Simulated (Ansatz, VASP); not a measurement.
## One calculation of CoSi2, two programs

```
CELL_PARAMETERS angstrom
0.00000 2.67800 2.67800
2.67800 0.00000 2.67800
2.67800 2.67800 0.00000
ATOMIC_POSITIONS crystal
Co 0.00000 0.00000 0.00000
Si 0.25000 0.25000 0.25000
Si 0.75000 0.75000 0.75000
```

Alike in both runs: task single point; functional PBE; k mesh 12 × 12 × 12; occupations gaussian, width 0.05 eV; no spin polarisation.

|  | VASP | Ansatz |
| --- | --- | --- |
| version | VASP 6.6.1 | Ansatz 0.2.0 |
| potentials or method | VASP PAW PBE potentials, release 64 (Co, Si), cutoff 520 eV | scalar-relativistic, plane waves, PAW |
| valence electrons in the cell | 17 | 25 |

VASP gave:

| Quantity | Value |
| --- | --- |
| gap on the k mesh at the Fermi level (eV) | none |
| pressure (GPa) | 0.1 |

Task: Estimate Ansatz's values.

Result: gap on the k mesh at the Fermi level (eV): none; pressure (GPa): 0.4.

A gap of «none» marks a metal or a gap that the smearing closes. VASP's potentials hold 17 valence electrons a cell and Ansatz's 25, so a difference there can come from the potentials and not from the codes.
